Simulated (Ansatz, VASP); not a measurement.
**PbS in VASP and in Ansatz**

Contents of INCAR:

```
PREC = Accurate ; ENCUT = 600
EDIFF = 1E-6 ; ISMEAR = 0
SIGMA = 0.1 ; LREAL = False
LASPH = True ; NELM = 100
ALGO = Normal ; ISIF = 3
LWAVE = False ; LCHARG = False
GGA = PE ; IBRION = 2
NSW = 90 ; EDIFFG = -0.04
```

KPOINTS

```
Automatic mesh
0
Gamma
  4 6 6
```

The input POSCAR:

```
PbS
1.0
    5.0466645700      0.0000000000      0.0000000000
    0.0000000000      2.2988653800      2.9622050300
    0.0000000000     -2.2988653800      2.9622050300
Pb S
1 1
Direct
    0.0000000000      0.3569912600      0.3569912600
    0.5000000000      0.0340133500      0.0340133500
```

Input for Ansatz:

```yaml
crystal:
  lattice:
    - [5.04666457, 0.0, 0.0]
    - [0.0, 2.29886538, 2.96220503]
    - [0.0, -2.29886538, 2.96220503]
  atoms:
    - { symbol: Pb, position: [0.0, 0.35699126, 0.35699126] }
    - { symbol: S, position: [0.5, 0.03401335, 0.03401335] }
basis:
  ecutwfc: 420
kpoints:
  mp_grid: { grid: [4, 6, 6] }
hamiltonian:
  xc: pbe
scf:
  occupations: { method: gaussian, width: 0.1 }
  lower_state_search: "off"
output:
  forces: true
  stress: true
  eigenvalues: true
relax:
  adjacent_minimum: "off"
  f_tol: 0.04
  max_steps: 70
  cell: { stress_tol: 0.4 }
```

Alike in both runs: task relaxation of cell and atoms; functional PBE; k mesh 4 × 6 × 6; occupations gaussian, width 0.1 eV; no spin polarisation.

|  | VASP | Ansatz |
| --- | --- | --- |
| version | VASP 6.6.1 | Ansatz 0.2.0 |
| potentials or method | VASP PAW PBE potentials, release 64 (Pb_d, S), cutoff 600 eV | scalar-relativistic, plane waves, PAW |
| valence electrons in the cell | 20 | 20 |

VASP gave:

* gap on the k mesh at the Fermi level, each at its own relaxed structure (eV): none
* relaxed volume (Å³/atom): 27.17
* relaxed cell length with the largest relative difference (Å): 4.059

Q: Estimate Ansatz's values.

A: gap on the k mesh at the Fermi level, each at its own relaxed structure (eV): none; relaxed volume (Å³/atom): 27.07; relaxed cell length with the largest relative difference (Å): 4.025.

A gap of «none» marks a metal or a gap that the smearing closes.

Spin-orbit coupling is off throughout. Noted on VASP's run: the volume moved by over 15 % at a fixed basis, so the end points are rough.
